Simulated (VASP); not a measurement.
# TiO (P6_3/mmc) in VASP: notebook, part 2 of 2

VASP 6.6.1. The steps go on from the part before.

## Step 5: Single point, PBEsol

Input file INCAR:

```
PREC     = Accurate       # precision mode
ENCUT    = 520            # plane-wave cutoff, eV
EDIFF    = 1E-6           # SCF threshold, eV
ISMEAR   = 0              # smearing method
SIGMA    = 0.02           # smearing width, eV
LREAL    = F              # projectors in reciprocal space
LASPH    = T              # aspherical terms in the spheres
NELM     = 100            # most SCF steps
ALGO     = Normal         # electronic algorithm
ISIF     = 2              # what is computed and relaxed
LWAVE    = F              # write WAVECAR
LCHARG   = F              # write CHGCAR
GGA      = PS             # functional
NBANDS   = 26             # bands
```

Input file KPOINTS:

```
Automatic mesh
0
Gamma
  18 18 8
```

Input file POSCAR:

```
TiO
1.0
    2.8516080131      0.0000000000      0.0000000000
   -1.4258040066      2.4695649810      0.0000000000
    0.0000000000      0.0000000000      5.5675030000
Ti O
2 2
Direct
    0.3333333333      0.6666666667      0.2500000000
    0.6666666667      0.3333333333      0.7500000000
    0.0000000000      0.0000000000      0.0000000000
    0.0000000000      0.0000000000      0.5000000000
```

Potentials or basis: VASP PAW PBE potentials, release 64 (Ti_sv, O).

Run with:

```bash
> cat potpaw_PBE.64/Ti_sv/POTCAR potpaw_PBE.64/O/POTCAR > POTCAR
> mpirun -np 1 vasp_std > vasp.out
```

OUTCAR:

```text
PREC = Accurate
   ENCUT = 520
   EDIFF = 1E-6
   ISMEAR = 0
   LREAL = F
   LASPH = T
   NELM = 100
   ISIF = 2
   GGA = PS

 ion  position               nearest neighbor table
   1  0.333  0.667  0.250-   3 2.16   4 2.16   3 2.16   4 2.16   3 2.16   4 2.16
   2  0.667  0.333  0.750-   3 2.16   4 2.16   3 2.16   4 2.16   3 2.16   4 2.16
   3  0.000  0.000  0.000-   1 2.16   2 2.16   2 2.16   1 2.16   2 2.16   1 2.16
   4  0.000  0.000  0.500-   1 2.16   2 2.16   2 2.16   1 2.16   2 2.16   1 2.16

  LATTYP: Found a hexagonal cell.
 ALAT       =     2.8516080131
 C/A-ratio  =     1.9524082463

  Lattice vectors:

 A1 = (   2.8516080131,   0.0000000000,   0.0000000000)
 A2 = (  -1.4258040066,   2.4695649810,   0.0000000000)
 A3 = (   0.0000000000,   0.0000000000,   5.5675030000)

Analysis of symmetry for initial positions (statically):
=====================================================================
 Subroutine PRICEL returns:
 Original cell was already a primitive cell.

 Routine SETGRP: Setting up the symmetry group for a
 hexagonal supercell.

 Subroutine GETGRP returns: Found 24 space group operations
 (whereof 12 operations were pure point group operations)
 out of a pool of 24 trial point group operations.

The static configuration has the point symmetry D_3d.
 The point group associated with its full space group is D_6h.

Analysis of symmetry for dynamics (positions and initial velocities):
=====================================================================
 Subroutine PRICEL returns:
 Original cell was already a primitive cell.

 Routine SETGRP: Setting up the symmetry group for a
 hexagonal supercell.

 Subroutine GETGRP returns: Found 24 space group operations
 (whereof 12 operations were pure point group operations)
 out of a pool of 24 trial point group operations.

The dynamic configuration has the point symmetry D_3d.
 The point group associated with its full space group is D_6h.

 Subroutine INISYM returns: Found 24 space group operations
 (whereof 12 operations are pure point group operations),
 and found     1 'primitive' translations

----------------------------------------------------------------------------------------

                                     Primitive cell

  volume of cell :      39.2076

  direct lattice vectors                    reciprocal lattice vectors
     2.851608013  0.000000000  0.000000000     0.350679334  0.202464808  0.000000000
    -1.425804007  2.469564981  0.000000000     0.000000000  0.404929616  0.000000000
     0.000000000  0.000000000  5.567503000     0.000000000  0.000000000  0.179613733

  length of vectors
     2.851608013  2.851608013  5.567503000     0.404929616  0.404929616  0.179613733

  position of ions in fractional coordinates (direct lattice)
     0.333333333  0.666666667  0.250000000
     0.666666667  0.333333333  0.750000000
     0.000000000  0.000000000  0.000000000
     0.000000000  0.000000000  0.500000000

  ion indices of the primitive-cell ions
   primitive index   ion index
                 1           1
                 2           2
                 3           3
                 4           4

[... 21 lines left out ...]
 Subroutine IBZKPT returns following result:
 ===========================================

 Found    185 irreducible k-points:

 Following reciprocal coordinates:
            Coordinates               Weight
  0.000000  0.000000  0.000000      1.000000
  0.055556 -0.000000  0.000000      6.000000
  0.111111 -0.000000  0.000000      6.000000
  0.166667 -0.000000  0.000000      6.000000
  0.222222  0.000000  0.000000      6.000000
  0.277778  0.000000  0.000000      6.000000
[... 16 lines left out ...]
  0.333333  0.111111  0.000000     12.000000
  0.388889  0.111111  0.000000     12.000000
 [... further k-points ...]
   k-points           NKPTS =    185   k-points in BZ     NKDIM =    185   number of bands    NBANDS=     26
   number of dos      NEDOS =    301   number of ions     NIONS =      4
   total plane-waves  NPLWV =  24192
   dimension x,y,z NGX =    24 NGY =   24 NGZ =   42
   dimension x,y,z NGXF=    48 NGYF=   48 NGZF=   84
   ions per type =               2   2
   NGX,Y,Z   is equivalent  to a cutoff of  13.99, 13.99, 12.54 a.u.
   NGXF,Y,Z  is equivalent  to a cutoff of  27.98, 27.98, 25.08 a.u.
 SYSTEM =  unknown system
   PREC   = accura    normal or accurate (medium, high low for compatibility)
   ISTART =      0    job   : 0-new  1-cont  2-samecut
   ICHARG =      2    charge: 1-file 2-atom 10-const
   ISPIN  =      1    spin polarized calculation?
   LNONCOLLINEAR =      F non collinear calculations
   LSORBIT =      F    spin-orbit coupling
   LASPH  =      T    aspherical Exc in radial PAW
   ENCUT  =  520.0 eV  38.22 Ry    6.18 a.u.   5.30  5.30 10.35*2*pi/ulx,y,z
   NELM   =    100;   NELMIN=  2; NELMDL= -5     # of ELM steps
   EDIFF  = 0.1E-05   stopping-criterion for ELM
   LREAL  =      F    real-space projection
   EDIFFG = 0.1E-04   stopping-criterion for IOM
   NSW    =      0    number of steps for IOM
   IBRION =     -1    ionic relax: 0-MD 1-quasi-New 2-CG
   NFREE  =      0    steps in history (QN), initial steepest desc. (CG)
   ISIF   =      2    stress and relaxation
   ISYM   =      2    0-nonsym 1-usesym 2-fastsym
   POTIM  = 0.5000    time-step for ionic-motion
   TEBEG  =    0.0;   TEEND  =   0.0 temperature during run
   PSTRESS=    0.0 pullay stress
   NELECT =      36.0000    total number of electrons
   NUPDOWN=      -1.0000    fix difference up-down
   EMIN   =  10.00;   EMAX   =-10.00  energy-range for DOS
   EFERMI =   0.00;   METHOD = LEGACY
   ISMEAR =     0;   SIGMA  =   0.02  broadening in eV -4-tet -1-fermi 0-gaus
   EFERMI_NEDOS =   21; number of points for ismear=-14 and -15
   IALGO  =     38    algorithm
   IMIX   =      4    mixing-type and parameters
     AMIX     =   0.40;   BMIX     =  1.00
     AMIX_MAG =   1.60;   BMIX_MAG =  1.00
  volume/ion in A,a.u.               =       9.80        66.15
  Fermi-wavevector in a.u.,A,eV,Ry     =   1.591178  3.006890 34.447873  2.531847
  Thomas-Fermi vector in A             =   2.689758
   LORBIT       =      0    0 simple, 1 ext, 2 COOP (PROOUT), +10 PAW based schemes
   GGA     = PS    functional components
   LHFCALC =     F    Hartree Fock is set to
   AEXX    =    0.0000 exact exchange contribution
   IVDW    =     0    specifies the selected vdW correction
   LEPSILON=     F    determine dielectric tensor
   LRPA    =     F    only Hartree local field effects (RPA)
 non-spin polarized calculation
 Gauss-broadening in eV      SIGMA  =   0.02
  energy-cutoff  :      520.00
  volume of cell :       39.21
 maximum number of plane-waves:      1072
 NGX is ok and might be reduce to    24
   NGX = 11   NGY = 11   NGZ = 21

 number of electron      35.9999992 magnetization

 Free energy of the ion-electron system (eV)
  ---------------------------------------------------
  ext. energy  EPLUGINS =         0.00000000
  ---------------------------------------------------
  free energy    TOTEN  =       -37.35457943 eV

  energy without entropy =      -37.35438682  energy(sigma->0) =      -37.35448313

 E-fermi :  11.1807     XC(G=0): -13.0288

 val. band max:       11.1768935585   @ k =   0.5000  -0.0000   0.0000
 cond. band min:      11.1896035770   @ k =   0.3889   0.1667   0.0000
 fundamental gap:      0.0127100185
 Fermi energy:        11.1806700100

 k-point     1 :       0.0000    0.0000    0.0000
  band No.  band energies     occupation
      1     -46.4158      2.00000
      2     -46.3713      2.00000
      3     -23.2717      2.00000
      4     -22.7884      2.00000
      5     -22.3763      2.00000
      6     -22.3763      2.00000
[... 685 lines left out ...]
     25      14.4375      0.00000
     26      14.6142      0.00000

 [... further k-points ...]

------------------------ aborting loop because EDIFF is reached ----------------------------------------

  FORCE on cell =-STRESS in cart. coord.  units (eV):
  Direction    XX          YY          ZZ          XY          YZ          ZX
  --------------------------------------------------------------------------------------
  -------------------------------------------------------------------------------------
  Total       -2.0832466     -2.0832466     -2.6905166      0.0000000      0.0000000      0.0000000
  in kB      -85.1295867    -85.1295867   -109.9450069      0.0000000      0.0000000      0.0000000
  external PRESSURE =     -93.4013934 kB  Pullay stress =       0.0000000 kB

 VOLUME and BASIS-vectors are now :
 -----------------------------------------------------------------------------
  energy-cutoff  :      520.00
  volume of cell :       39.21
      direct lattice vectors                 reciprocal lattice vectors
     2.851608013  0.000000000  0.000000000     0.350679334  0.202464808  0.000000000
    -1.425804007  2.469564981  0.000000000     0.000000000  0.404929616  0.000000000
     0.000000000  0.000000000  5.567503000     0.000000000  0.000000000  0.179613733

 POSITION                                       TOTAL-FORCE (eV/Angst)
 -----------------------------------------------------------------------------------
     -0.00000      1.64638      1.39188        -0.000000      0.000000      0.000000
      1.42580      0.82319      4.17563         0.000000     -0.000000      0.000000
      0.00000      0.00000      0.00000        -0.000000      0.000000      0.000000
      0.00000      0.00000      2.78375        -0.000000      0.000000      0.000000
 -----------------------------------------------------------------------------------
    total drift:                               -0.000000      0.000000     -0.000000

  FREE ENERGIE OF THE ION-ELECTRON SYSTEM (eV)
  ---------------------------------------------------
  free  energy   TOTEN  =       -37.3545794305 eV

  energy  without entropy=      -37.3543868244  energy(sigma->0) =      -37.35448313
```

Run time: 59 s. Hardware: 1 thread of Intel Xeon 6975P-C (Granite Rapids), shared host; peak memory 0.27 GiB.

Results:

| Property | Result |
| --- | --- |
| Free energy | -37.3546 eV |
| Pressure | -9.3 GPa |
| Band gap on the k mesh | zero (bands 18 and 19 overlap by 0.21 eV) |

Caveat: the cell stands under tension; the PAW data sets were made with another functional, which shifts forces and pressure a little; semilocal functionals often make such compounds metallic where correlation or magnetic order opens a gap, which also shifts bond lengths.

## Step 6: Single point, PBEsol

Input file INCAR:

```
SYSTEM = TiO
PREC = Accurate ; ENCUT = 520
EDIFF = 1E-6 ; ISMEAR = 0
SIGMA = 0.2 ; LREAL = .FALSE.
LASPH = .TRUE. ; NELM = 60
ALGO = Normal ; ISIF = 2
LWAVE = .FALSE. ; LCHARG = .FALSE.
GGA = PS ; NBANDS = 26
```

Input file KPOINTS:

```
Automatic mesh
0
G
  18 18 8
  0 0 0
```

POSCAR is that of step 5.

Potentials or basis: VASP PAW PBE potentials, release 64 (Ti_sv, O).

Run with:

```bash
> cat potpaw_PBE.64/Ti_sv/POTCAR potpaw_PBE.64/O/POTCAR > POTCAR
> mpirun -np 1 vasp_std > vasp.out
```

OUTCAR:

```text
SYSTEM = TiO
   PREC = Accurate
   ENCUT = 520
   EDIFF = 1E-6
   ISMEAR = 0
   LREAL = .FALSE.
   LASPH = .TRUE.
   NELM = 60
   ISIF = 2
   GGA = PS

 ion  position               nearest neighbor table
   1  0.333  0.667  0.250-   3 2.16   4 2.16   3 2.16   4 2.16   3 2.16   4 2.16
   2  0.667  0.333  0.750-   3 2.16   4 2.16   3 2.16   4 2.16   3 2.16   4 2.16
   3  0.000  0.000  0.000-   1 2.16   2 2.16   2 2.16   1 2.16   2 2.16   1 2.16
   4  0.000  0.000  0.500-   1 2.16   2 2.16   2 2.16   1 2.16   2 2.16   1 2.16

  LATTYP: Found a hexagonal cell.
 ALAT       =     2.8516080131
 C/A-ratio  =     1.9524082463

  Lattice vectors:

 A1 = (   2.8516080131,   0.0000000000,   0.0000000000)
 A2 = (  -1.4258040066,   2.4695649810,   0.0000000000)
 A3 = (   0.0000000000,   0.0000000000,   5.5675030000)

Analysis of symmetry for initial positions (statically):
=====================================================================
 Subroutine PRICEL returns:
 Original cell was already a primitive cell.

 Routine SETGRP: Setting up the symmetry group for a
 hexagonal supercell.

 Subroutine GETGRP returns: Found 24 space group operations
 (whereof 12 operations were pure point group operations)
 out of a pool of 24 trial point group operations.

The static configuration has the point symmetry D_3d.
 The point group associated with its full space group is D_6h.

Analysis of symmetry for dynamics (positions and initial velocities):
=====================================================================
 Subroutine PRICEL returns:
 Original cell was already a primitive cell.

 Routine SETGRP: Setting up the symmetry group for a
 hexagonal supercell.

 Subroutine GETGRP returns: Found 24 space group operations
 (whereof 12 operations were pure point group operations)
 out of a pool of 24 trial point group operations.

The dynamic configuration has the point symmetry D_3d.
 The point group associated with its full space group is D_6h.

 Subroutine INISYM returns: Found 24 space group operations
[... 121 lines left out ...]
     AMIX_MAG =   1.60;   BMIX_MAG =  1.00
  volume/ion in A,a.u.               =       9.80        66.15
  Fermi-wavevector in a.u.,A,eV,Ry     =   1.591178  3.006890 34.447873  2.531847
  Thomas-Fermi vector in A             =   2.689758
   LORBIT       =      0    0 simple, 1 ext, 2 COOP (PROOUT), +10 PAW based schemes
   GGA     = PS    functional components
   LHFCALC =     F    Hartree Fock is set to
   AEXX    =    0.0000 exact exchange contribution
   IVDW    =     0    specifies the selected vdW correction
   LEPSILON=     F    determine dielectric tensor
   LRPA    =     F    only Hartree local field effects (RPA)
 non-spin polarized calculation
 Gauss-broadening in eV      SIGMA  =   0.20
  energy-cutoff  :      520.00
  volume of cell :       39.21
 maximum number of plane-waves:      1072
 NGX is ok and might be reduce to    24
   NGX = 11   NGY = 11   NGZ = 21

 number of electron      35.9999992 magnetization

 Free energy of the ion-electron system (eV)
  ---------------------------------------------------
  ext. energy  EPLUGINS =         0.00000000
  ---------------------------------------------------
  free energy    TOTEN  =       -37.36164595 eV

  energy without entropy =      -37.34780429  energy(sigma->0) =      -37.35472512

 E-fermi :  11.2674     XC(G=0): -13.0285

 val. band max:       11.2594389921   @ k =   0.1111  -0.0000   0.0000
 cond. band min:      11.2988612556   @ k =   0.0556  -0.0000   0.2500
 fundamental gap:      0.0394222635
 Fermi energy:        11.2674476423

 k-point     1 :       0.0000    0.0000    0.0000
  band No.  band energies     occupation
      1     -46.4112      2.00000
      2     -46.3666      2.00000
      3     -23.2696      2.00000
      4     -22.7861      2.00000
      5     -22.3709      2.00000
      6     -22.3709      2.00000
[... 685 lines left out ...]
     25      14.4399      0.00000
     26      14.6165      0.00000

 [... further k-points ...]

------------------------ aborting loop because EDIFF is reached ----------------------------------------

  FORCE on cell =-STRESS in cart. coord.  units (eV):
  Direction    XX          YY          ZZ          XY          YZ          ZX
  --------------------------------------------------------------------------------------
  -------------------------------------------------------------------------------------
  Total       -2.0468476     -2.0468476     -2.7708686      0.0000000      0.0000000     -0.0000000
  in kB      -83.6421790    -83.6421790   -113.2285022      0.0000000      0.0000000     -0.0000000
  external PRESSURE =     -93.5042867 kB  Pullay stress =       0.0000000 kB

 VOLUME and BASIS-vectors are now :
 -----------------------------------------------------------------------------
  energy-cutoff  :      520.00
  volume of cell :       39.21
      direct lattice vectors                 reciprocal lattice vectors
     2.851608013  0.000000000  0.000000000     0.350679334  0.202464808  0.000000000
    -1.425804007  2.469564981  0.000000000     0.000000000  0.404929616  0.000000000
     0.000000000  0.000000000  5.567503000     0.000000000  0.000000000  0.179613733

 POSITION                                       TOTAL-FORCE (eV/Angst)
 -----------------------------------------------------------------------------------
     -0.00000      1.64638      1.39188        -0.000000      0.000000      0.000000
      1.42580      0.82319      4.17563         0.000000     -0.000000      0.000000
      0.00000      0.00000      0.00000         0.000000      0.000000      0.000000
      0.00000      0.00000      2.78375         0.000000      0.000000      0.000000
 -----------------------------------------------------------------------------------
    total drift:                               -0.000000      0.000000     -0.000000

  FREE ENERGIE OF THE ION-ELECTRON SYSTEM (eV)
  ---------------------------------------------------
  free  energy   TOTEN  =       -37.3616459463 eV

  energy  without entropy=      -37.3478042941  energy(sigma->0) =      -37.35472512
```

OSZICAR:

```text
N       E                     dE             d eps       ncg     rms          rms(c)
DAV:   1     0.443362358623E+03    0.44336E+03   -0.18260E+04  9628   0.175E+03
DAV:   2     0.141533846206E+02   -0.42921E+03   -0.41180E+03 10014   0.500E+02
DAV:   3    -0.392053679583E+02   -0.53359E+02   -0.52252E+02 13480   0.163E+02
DAV:   4    -0.432383682468E+02   -0.40330E+01   -0.39996E+01 13728   0.386E+01
DAV:   5    -0.433631909129E+02   -0.12482E+00   -0.12474E+00 12912   0.600E+00    0.207E+01
DAV:   6    -0.376212932392E+02    0.57419E+01   -0.31990E+01 13242   0.548E+01    0.681E+00
DAV:   7    -0.374001423221E+02    0.22115E+00   -0.28602E+00 11624   0.153E+01    0.526E+00
DAV:   8    -0.374250988234E+02   -0.24957E-01   -0.11586E+00 11476   0.794E+00    0.305E+00
DAV:   9    -0.373595403711E+02    0.65558E-01   -0.36303E-01 10270   0.455E+00    0.876E-01
DAV:  10    -0.373625564928E+02   -0.30161E-02   -0.16820E-02 13520   0.103E+00    0.338E-01
DAV:  11    -0.373616490134E+02    0.90748E-03   -0.48568E-03 10508   0.503E-01    0.509E-02
DAV:  12    -0.373616498557E+02   -0.84236E-06   -0.17594E-04 12384   0.114E-01    0.284E-02
DAV:  13    -0.373616463010E+02    0.35548E-05   -0.88058E-06 10800   0.211E-02    0.122E-02
DAV:  14    -0.373616459463E+02    0.35461E-06   -0.28241E-06  8174   0.124E-02
   1 F= -.37361646E+02 E0= -.37354725E+02  d E =-.138417E-01
```

It took 60 s on 1 thread of Intel Xeon 6975P-C (Granite Rapids), shared host; peak memory 0.27 GiB.

What came out:

- Free energy: -37.3616 eV
- Pressure: -9.4 GPa
- Band gap on the k mesh: zero (bands 18 and 19 overlap by 0.20 eV)

Caveat: the cell stands under tension; the PAW data sets were made with another functional, which shifts forces and pressure a little; semilocal functionals often make such compounds metallic where correlation or magnetic order opens a gap, which also shifts bond lengths.

## Step 7: The runs side by side

| task | level | cell | cutoff (eV) | smearing | gap on the mesh (eV) | pressure (GPa) |
| --- | --- | --- | --- | --- | --- | --- |
| relaxation of cell and atoms | PBEsol+D4 | relaxed | 600 | gaussian 0.1 eV | none | 0.1 |
| single point | PBEsol | as given | 520 | gaussian 0.1 eV | none | -9.3 |
| single point | PBEsol | as given | 520 | gaussian 0.01 eV | none | -9.3 |
| single point | PBEsol | as given | 520 | gaussian 0.02 eV | none | -9.3 |
| single point | PBEsol | as given | 520 | gaussian 0.2 eV | none | -9.4 |

Alike in all rows: potentials or basis VASP PAW PBE potentials, release 64 (Ti_sv, O); no spin polarisation; k mesh 18 × 18 × 8.

Caveats: the PAW data sets were made with another functional, which shifts forces and pressure a little; semilocal functionals often make such compounds metallic where correlation or magnetic order opens a gap, which also shifts bond lengths; the cell stands under tension (at least some runs).

Absolute energies hang on the potentials; compare differences alone.
